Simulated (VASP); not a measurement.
Wanted: the native input for a VASP 6.6.1 run.

| Property | Result |
| --- | --- |
| Task | single point |
| Functional | LDA |
| Potentials or basis | VASP PAW LDA potentials, release 64 (Si, Ge_d) |
| Cutoff | 520 eV |
| k mesh | 12 × 12 × 6 |
| Occupations | gaussian, width 0.03 eV |
| Spin | no spin polarisation |
| Dipole correction | no |
| Further INCAR settings | ALGO = Normal; EDIFF = 1e-07; NBANDS = 26 |

The structure of SiGe lies in POSCAR:

```
SiGe
1.0
    3.9035908171      0.0000000000      0.0000000000
   -1.9517954085      3.3806088136      0.0000000000
    0.0000000000      0.0000000000      6.4510978499
Si Ge
2 2
Direct
    0.6666666667      0.3333333333      0.8745031008
    0.3333333333      0.6666666667      0.3745031008
    0.6666666667      0.3333333333      0.5161337307
    0.3333333333      0.6666666667      0.0161337307
```

The input as run:

INCAR

```
SYSTEM = SiGe
PREC = Accurate
ENCUT = 520
EDIFF = 1E-7
ISMEAR = 0
SIGMA = 0.03
LREAL = .False.
LASPH = .True.
NELM = 60
ALGO = Normal
ISIF = 2
LWAVE = .False.
LCHARG = .False.
NBANDS = 26
```

KPOINTS

```
Automatic mesh
0
Gamma
  12 12 6
  0 0 0
```

Potentials or basis: VASP PAW LDA potentials, release 64 (Si, Ge_d).

The run is started by

```console
$ cat potpaw_LDA.64/Si/POTCAR potpaw_LDA.64/Ge_d/POTCAR > POTCAR
$ mpirun -np 1 vasp_std > vasp.out
```

Results of the run:

```
Pressure               : -1.8 GPa
Largest force          : 1.370 eV/Å
Band gap on the k mesh : zero (band 18 reaches 5.73 eV, above the bottom of band 19 at 5.72 eV)
```

Caveat: forces of over 1 eV/Å act on the atoms, so gaps and moduli don't describe the material at rest.

Run time: 2.9 min on 1 thread of AMD EPYC 7R43 64-Core Processor (Zen 3), on a shared host, peak memory 0.23 GiB.
